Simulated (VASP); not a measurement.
# InSe (R3m) in VASP: further runs

InSe is run at these levels: PBEsol; tasks: single point.

Everything below comes from runs of VASP 6.6.1. Logs are shortened: lines on timing, memory, paths and dates and some standing lists are left out, and cuts for length are marked.

**Experimental background.**

“The Interaction of Hydrogen with the van der Waals Crystal γ-InSe”, 2020, pmc:7321205 reports, for a bulk crystal of InSe at 300 K: band gap 1.25 eV.

The results are compared with them further down.

### Step 1. The cell of the first run

The structure is trigonal, space group R3m (No. 160). The conventional cell has a = 3.884 Å, b = 3.884 Å, c = 23.547 Å, α = 90.00°, β = 90.00°, γ = 120.00°. In (site symmetry 3m) has 3 Se at 2.60 Å and 1 In at 2.70 Å within 3.4 Å. Within 3.4 Å of In (site symmetry 3m) lie 3 Se at 2.60 Å and 1 In at 2.70 Å. Within 3.4 Å of Se (site symmetry 3m) lie 3 In at 2.60 Å and 3 Se at 3.38 Å. Se (site symmetry 3m) has 3 In at 2.60 Å and 3 Se at 3.38 Å within 3.4 Å.

### Step 2. Single point, PBEsol

INCAR reads:

```
PREC = Accurate
ENCUT = 520
EDIFF = 1E-7
ISMEAR = 0
SIGMA = 0.01
LREAL = F
LASPH = T
NELM = 100
ALGO = Normal
ISIF = 2
LWAVE = F
LCHARG = F
GGA = PS
NBANDS = 27
```

KPOINTS reads:

```
Automatic mesh
0
Gamma
  6 6 6
```

POSCAR reads:

```
InSe
1.0
    1.9420344522      1.1212341137      7.8489270044
   -1.9420344522      1.1212341137      7.8489270044
    0.0000000000     -2.2424682275      7.8489270044
In Se
2 2
Direct
   -0.0016948348     -0.0016948348     -0.0016948348
    0.1131751678      0.1131751678      0.1131751678
    0.6092073927      0.6092073927      0.6092073927
    0.8353122742      0.8353122742      0.8353122742
```

Potentials or basis: VASP PAW PBE potentials, release 64 (In_d, Se).

Launch:

```console
> cat potpaw_PBE.64/In_d/POTCAR potpaw_PBE.64/Se/POTCAR > POTCAR
> mpirun -np 1 vasp_std > vasp.out
```

OUTCAR:

```text
PREC = Accurate
   ENCUT = 520
   EDIFF = 1E-7
   ISMEAR = 0
   LREAL = F
   LASPH = T
   NELM = 100
   ISIF = 2
   GGA = PS

 ion  position               nearest neighbor table
   1  0.998  0.998  0.998-   3 2.60   3 2.60   3 2.60   2 2.70
   2  0.113  0.113  0.113-   4 2.60   4 2.60   4 2.60   1 2.70
   3  0.609  0.609  0.609-   1 2.60   1 2.60   1 2.60
   4  0.835  0.835  0.835-   2 2.60   2 2.60   2 2.60

  LATTYP: Found a trigonal (rhomboedric) cell.
 ALAT       =     8.1629846791
 COS(alpha) =     0.8868001391

  Lattice vectors:

 A1 = (   1.9420344522,   1.1212341137,   7.8489270044)
 A2 = (  -1.9420344522,   1.1212341137,   7.8489270044)
 A3 = (   0.0000000000,  -2.2424682275,   7.8489270044)

Analysis of symmetry for initial positions (statically):
=====================================================================
 Subroutine PRICEL returns:
 Original cell was already a primitive cell.

 Routine SETGRP: Setting up the symmetry group for a
 trigonal (rhombohedral) supercell.

 Subroutine GETGRP returns: Found  6 space group operations
 (whereof  6 operations were pure point group operations)
 out of a pool of 12 trial point group operations.

The static configuration has the point symmetry C_3v.

Analysis of symmetry for dynamics (positions and initial velocities):
=====================================================================
 Subroutine PRICEL returns:
 Original cell was already a primitive cell.

 Routine SETGRP: Setting up the symmetry group for a
 trigonal (rhombohedral) supercell.

 Subroutine GETGRP returns: Found  6 space group operations
 (whereof  6 operations were pure point group operations)
 out of a pool of 12 trial point group operations.

The dynamic configuration has the point symmetry C_3v.

 Subroutine INISYM returns: Found  6 space group operations
 (whereof  6 operations are pure point group operations),
 and found     1 'primitive' translations

----------------------------------------------------------------------------------------

                                     Primitive cell

  volume of cell :     102.5451

  direct lattice vectors                    reciprocal lattice vectors
     1.942034452  1.121234114  7.848927004     0.257461962  0.148645733  0.042468650
    -1.942034452  1.121234114  7.848927004    -0.257461962  0.148645733  0.042468650
     0.000000000 -2.242468227  7.848927004     0.000000000 -0.297291466  0.042468650

  length of vectors
     8.162984679  8.162984679  8.162984679     0.300309510  0.300309510  0.300309510

  position of ions in fractional coordinates (direct lattice)
     0.998305165  0.998305165  0.998305165
     0.113175168  0.113175168  0.113175168
     0.609207393  0.609207393  0.609207393
     0.835312274  0.835312274  0.835312274

  ion indices of the primitive-cell ions
   primitive index   ion index
                 1           1
                 2           2
                 3           3
                 4           4

----------------------------------------------------------------------------------------

 KPOINTS: Automatic mesh

Automatic generation of k-mesh.
 Grid dimensions read from file:
 generate k-points for:    6    6    6

 Generating k-lattice:

  Cartesian coordinates                     Fractional coordinates (reciprocal lattice)
     0.042910327  0.024774289  0.007078108     0.166666667  0.000000000  0.000000000
    -0.042910327  0.024774289  0.007078108     0.000000000  0.166666667  0.000000000
     0.000000000 -0.049548578  0.007078108     0.000000000  0.000000000  0.166666667

  Length of vectors
     0.050051585  0.050051585  0.050051585

  Shift w.r.t. Gamma in fractional coordinates (k-lattice)
     0.000000000  0.000000000  0.000000000

 Subroutine IBZKPT returns following result:
 ===========================================

 Found     32 irreducible k-points:

 Following reciprocal coordinates:
            Coordinates               Weight
  0.000000  0.000000  0.000000      1.000000
  0.166667 -0.000000  0.000000      6.000000
  0.333333 -0.000000  0.000000      6.000000
  0.500000  0.000000  0.000000      3.000000
  0.166667  0.166667  0.000000      6.000000
  0.333333  0.166667  0.000000     12.000000
[... 16 lines left out ...]
  0.500000  0.500000  0.166667      6.000000
 -0.333333  0.500000  0.166667     12.000000
 [... further k-points ...]
   k-points           NKPTS =     32   k-points in BZ     NKDIM =     32   number of bands    NBANDS=     27
   number of dos      NEDOS =    301   number of ions     NIONS =      4
   total plane-waves  NPLWV = 262144
   dimension x,y,z NGX =    64 NGY =   64 NGZ =   64
   dimension x,y,z NGXF=   128 NGYF=  128 NGZF=  128
   ions per type =               2   2
   NGX,Y,Z   is equivalent  to a cutoff of  13.03, 13.03, 13.03 a.u.
   NGXF,Y,Z  is equivalent  to a cutoff of  26.07, 26.07, 26.07 a.u.
 SYSTEM =  unknown system
   PREC   = accura    normal or accurate (medium, high low for compatibility)
   ISTART =      0    job   : 0-new  1-cont  2-samecut
   ICHARG =      2    charge: 1-file 2-atom 10-const
   ISPIN  =      1    spin polarized calculation?
   LNONCOLLINEAR =      F non collinear calculations
   LSORBIT =      F    spin-orbit coupling
   LASPH  =      T    aspherical Exc in radial PAW
   ENCUT  =  520.0 eV  38.22 Ry    6.18 a.u.  15.18 15.18 15.18*2*pi/ulx,y,z
   NELM   =    100;   NELMIN=  2; NELMDL= -5     # of ELM steps
   EDIFF  = 0.1E-06   stopping-criterion for ELM
   LREAL  =      F    real-space projection
   EDIFFG = 0.1E-05   stopping-criterion for IOM
   NSW    =      0    number of steps for IOM
   IBRION =     -1    ionic relax: 0-MD 1-quasi-New 2-CG
   NFREE  =      0    steps in history (QN), initial steepest desc. (CG)
   ISIF   =      2    stress and relaxation
   ISYM   =      2    0-nonsym 1-usesym 2-fastsym
   POTIM  = 0.5000    time-step for ionic-motion
   TEBEG  =    0.0;   TEEND  =   0.0 temperature during run
   PSTRESS=    0.0 pullay stress
   NELECT =      38.0000    total number of electrons
   NUPDOWN=      -1.0000    fix difference up-down
   EMIN   =  10.00;   EMAX   =-10.00  energy-range for DOS
   EFERMI =   0.00;   METHOD = LEGACY
   ISMEAR =     0;   SIGMA  =   0.01  broadening in eV -4-tet -1-fermi 0-gaus
   EFERMI_NEDOS =   21; number of points for ismear=-14 and -15
   IALGO  =     38    algorithm
   IMIX   =      4    mixing-type and parameters
     AMIX     =   0.40;   BMIX     =  1.00
     AMIX_MAG =   1.60;   BMIX_MAG =  1.00
  volume/ion in A,a.u.               =      25.64       173.00
  Fermi-wavevector in a.u.,A,eV,Ry     =   1.175884  2.222098 18.812815  1.382703
  Thomas-Fermi vector in A             =   2.312257
   LORBIT       =      0    0 simple, 1 ext, 2 COOP (PROOUT), +10 PAW based schemes
   GGA     = PS    functional components
   LHFCALC =     F    Hartree Fock is set to
   AEXX    =    0.0000 exact exchange contribution
   IVDW    =     0    specifies the selected vdW correction
   LEPSILON=     F    determine dielectric tensor
   LRPA    =     F    only Hartree local field effects (RPA)
 non-spin polarized calculation
 Gauss-broadening in eV      SIGMA  =   0.01
  energy-cutoff  :      520.00
  volume of cell :      102.55
 maximum number of plane-waves:      2772
 NGX is ok and might be reduce to    64
   NGX = 31   NGY = 31   NGZ = 31

 number of electron      38.0000003 magnetization

 Free energy of the ion-electron system (eV)
  ---------------------------------------------------
  ext. energy  EPLUGINS =         0.00000000
  ---------------------------------------------------
  free energy    TOTEN  =       -15.40423255 eV

  energy without entropy =      -15.40423255  energy(sigma->0) =      -15.40423255

 E-fermi :   5.4732     XC(G=0):  -9.7638

 val. band max:        5.3622636794   @ k =   0.5000   0.5000   0.5000
 cond. band min:       5.9185970403   @ k =   0.5000   0.5000   0.5000
 fundamental gap:      0.5563333609
 Fermi energy:         5.4731821469

 k-point     1 :       0.0000    0.0000    0.0000
  band No.  band energies     occupation
      1      -9.6343      2.00000
      2      -9.3927      2.00000
      3      -9.3927      2.00000
      4      -9.2792      2.00000
      5      -9.2792      2.00000
      6      -9.2731      2.00000
[... 19 lines left out ...]
     26      10.8946      0.00000
     27      13.4087      0.00000

 k-point     2 :       0.1667   -0.0000    0.0000
  band No.  band energies     occupation
      1      -9.6497      2.00000
      2      -9.5489      2.00000
      3      -9.4177      2.00000
      4      -9.3900      2.00000
      5      -9.2849      2.00000
      6      -9.2551      2.00000
[... 19 lines left out ...]
     26      11.5194      0.00000
     27      12.3951      0.00000

 k-point     3 :       0.3333   -0.0000    0.0000
  band No.  band energies     occupation
      1      -9.7751      2.00000
      2      -9.6014      2.00000
      3      -9.5717      2.00000
      4      -9.3918      2.00000
      5      -9.3061      2.00000
      6      -9.2064      2.00000
[... 19 lines left out ...]
     26      12.0579      0.00000
     27      12.5843      0.00000

 k-point     4 :       0.5000    0.0000    0.0000
  band No.  band energies     occupation
      1      -9.8300      2.00000
      2      -9.6708      2.00000
      3      -9.5655      2.00000
      4      -9.3948      2.00000
      5      -9.3164      2.00000
      6      -9.1828      2.00000
[... 19 lines left out ...]
     26      11.6917      0.00000
     27      12.0203      0.00000

 k-point     5 :       0.1667    0.1667    0.0000
  band No.  band energies     occupation
      1      -9.6483      2.00000
      2      -9.5466      2.00000
      3      -9.4221      2.00000
      4      -9.3905      2.00000
      5      -9.2848      2.00000
      6      -9.2550      2.00000
[... 19 lines left out ...]
     26      11.3879      0.00000
     27      12.4726      0.00000

 k-point     6 :       0.3333    0.1667    0.0000
  band No.  band energies     occupation
      1      -9.7308      2.00000
      2      -9.5837      2.00000
      3      -9.5564      2.00000
      4      -9.3980      2.00000
      5      -9.2915      2.00000
      6      -9.2276      2.00000
[... 444 lines left out ...]
      1      -9.7950      2.00000
      2      -9.6844      2.00000
      3      -9.5628      2.00000
      4      -9.4121      2.00000
      5      -9.2963      2.00000
      6      -9.2011      2.00000
[... 19 lines left out ...]
     26      12.2461      0.00000
     27      13.0889      0.00000

 k-point    22 :      -0.1667    0.3333    0.1667
  band No.  band energies     occupation
      1      -9.8079      2.00000
      2      -9.6686      2.00000
      3      -9.5647      2.00000
      4      -9.4119      2.00000
      5      -9.2963      2.00000
      6      -9.2010      2.00000
[... 19 lines left out ...]
     26      12.7146      0.00000
     27      13.4217      0.00000

 k-point    23 :       0.5000    0.5000    0.1667
  band No.  band energies     occupation
      1      -9.7373      2.00000
      2      -9.6488      2.00000
      3      -9.5645      2.00000
      4      -9.3936      2.00000
      5      -9.3056      2.00000
      6      -9.2059      2.00000
[... 19 lines left out ...]
     26      12.6107      0.00000
     27      12.9816      0.00000

 k-point    24 :      -0.3333    0.5000    0.1667
  band No.  band energies     occupation
      1      -9.7858      2.00000
      2      -9.6945      2.00000
      3      -9.5620      2.00000
      4      -9.4127      2.00000
      5      -9.2962      2.00000
      6      -9.2009      2.00000
[... 19 lines left out ...]
     26      12.6612      0.00000
     27      13.3686      0.00000

 [... further k-points ...]

------------------------ aborting loop because EDIFF is reached ----------------------------------------

  FORCE on cell =-STRESS in cart. coord.  units (eV):
  Direction    XX          YY          ZZ          XY          YZ          ZX
  --------------------------------------------------------------------------------------
  -------------------------------------------------------------------------------------
  Total        3.2627810      3.2627810      3.2453452      0.0000000     -0.0000000      0.0000000
  in kB       50.9781106     50.9781106     50.7056908      0.0000000     -0.0000000      0.0000000
  external PRESSURE =      50.8873040 kB  Pullay stress =       0.0000000 kB

 VOLUME and BASIS-vectors are now :
 -----------------------------------------------------------------------------
  energy-cutoff  :      520.00
  volume of cell :      102.55
      direct lattice vectors                 reciprocal lattice vectors
     1.942034452  1.121234114  7.848927004     0.257461962  0.148645733  0.042468650
    -1.942034452  1.121234114  7.848927004    -0.257461962  0.148645733  0.042468650
     0.000000000 -2.242468227  7.848927004     0.000000000 -0.297291466  0.042468650

 POSITION                                       TOTAL-FORCE (eV/Angst)
 -----------------------------------------------------------------------------------
      0.00000     -0.00000     23.50687         0.000000     -0.000000      0.023326
      0.00000     -0.00000      2.66491         0.000000      0.000000     -0.022322
      0.00000     -0.00000     14.34487         0.000000      0.000000     -0.023604
      0.00000     -0.00000     19.66892         0.000000     -0.000000      0.022600
 -----------------------------------------------------------------------------------
    total drift:                                0.000000      0.000000      0.000337

  FREE ENERGIE OF THE ION-ELECTRON SYSTEM (eV)
  ---------------------------------------------------
  free  energy   TOTEN  =       -15.4042325477 eV

  energy  without entropy=      -15.4042325477  energy(sigma->0) =      -15.40423255
```

Run time: 3.8 min. Hardware: 1 thread of Intel Xeon Platinum 8488C (Sapphire Rapids), shared host; peak memory 0.54 GiB.

What came out:

```
Free energy            : -15.4042 eV
Pressure               : 5.1 GPa
Largest force          : 0.024 eV/Å
Band gap on the k mesh : 0.56 eV, direct
```

Forces on the atoms (eV/Å):
```
In   0.000  0.000  0.023
In   0.000  0.000 -0.022
Se   0.000  0.000 -0.024
Se   0.000  0.000  0.023
```

Caveat: the PAW data sets were made with another functional, which shifts forces and pressure a little; spin-orbit coupling is left out, which moves the levels of the heavy elements.

### Step 3. Single point, PBEsol

This run uses another cell than the first one, of 29.32 Å³/atom, 1.144 times its volume.

INCAR reads:

```
SYSTEM = InSe
PREC     = Accurate       ! precision mode
ENCUT    = 520            ! plane-wave cutoff, eV
EDIFF    = 1E-6           ! SCF threshold, eV
ISMEAR   = 0              ! smearing method
SIGMA    = 0.01           ! smearing width, eV
LREAL    = .FALSE.        ! projectors in reciprocal space
LASPH    = .TRUE.         ! aspherical terms in the spheres
NELM     = 100            ! most SCF steps
ALGO     = Normal         ! electronic algorithm
ISIF     = 2              ! what is computed and relaxed
LWAVE    = .FALSE.        ! write WAVECAR
LCHARG   = .FALSE.        ! write CHGCAR
GGA      = PS             ! functional
NBANDS   = 27             ! bands
```

KPOINTS reads:

```
regular mesh
0
G
  6 6 6
  0 0 0
```

POSCAR reads:

```
InSe
1.0
    2.0059733519      1.1581492547      8.4134152145
   -2.0059733519      1.1581492547      8.4134152145
    0.0000000000     -2.3162985095      8.4134152145
In Se
2 2
Direct
    0.0006605692      0.0006605692      0.0006605692
    0.1106790457      0.1106790457      0.1106790457
    0.6168011236      0.6168011236      0.6168011236
    0.8278592615      0.8278592615      0.8278592615
```

Potentials or basis: VASP PAW PBE potentials, release 64 (In_d, Se).

Launch:

```console
> cat potpaw_PBE.64/In_d/POTCAR potpaw_PBE.64/Se/POTCAR > POTCAR
> mpirun -np 1 vasp_std > vasp.out
```

It took 5.3 min on 1 thread of Intel Xeon Platinum 8488C (Sapphire Rapids), shared host; peak memory 0.67 GiB.

It converged, with:

| Property | Result |
| --- | --- |
| Free energy | -15.5925 eV |
| Pressure | 0.0 GPa |
| Largest force | 0.019 eV/Å |
| Band gap on the k mesh | 0.33 eV, direct |

Forces on the atoms (eV/Å):
```
In   0.000  0.000  0.019
In   0.000  0.000 -0.018
Se   0.000  0.000 -0.017
Se   0.000  0.000  0.017
```

Levels at points of the mesh, in eV from the valence-band top:
```csv
k point,band 16,band 17,band 18,band 19,band 20,band 21,band 22,band 23
"(0.00, 0.00, 0.00)",-1.30,-1.30,-1.21,-1.21,1.62,1.99,4.29,4.29
"(0.50, 0.00, 0.00)",-2.38,-2.32,-2.24,-1.70,1.12,1.91,3.61,3.91
"(0.50, 0.50, 0.00)",-2.64,-2.50,-2.04,-1.54,1.12,1.90,3.25,3.53
"(0.50, 0.50, 0.50)",-1.37,-1.13,-1.13,0.00,0.33,2.05,4.20,4.20
```

Caveat: the PAW data sets were made with another functional, which shifts forces and pressure a little; spin-orbit coupling is left out, which moves the levels of the heavy elements.

### Step 4. Against experiment

Step 3. A measured gap of InSe is 1.25 eV (300 K; “The Interaction of Hydrogen with the van der Waals Crystal γ-InSe”, 2020, pmc:7321205); the calculated 0.33 eV misses it by -0.92 eV. Spin-orbit coupling on In, Se is left out. The value is that of PBEsol on a finite k mesh, which can miss the band edges, without temperature or zero-point motion. Semilocal functionals fall short of measured gaps as a rule.
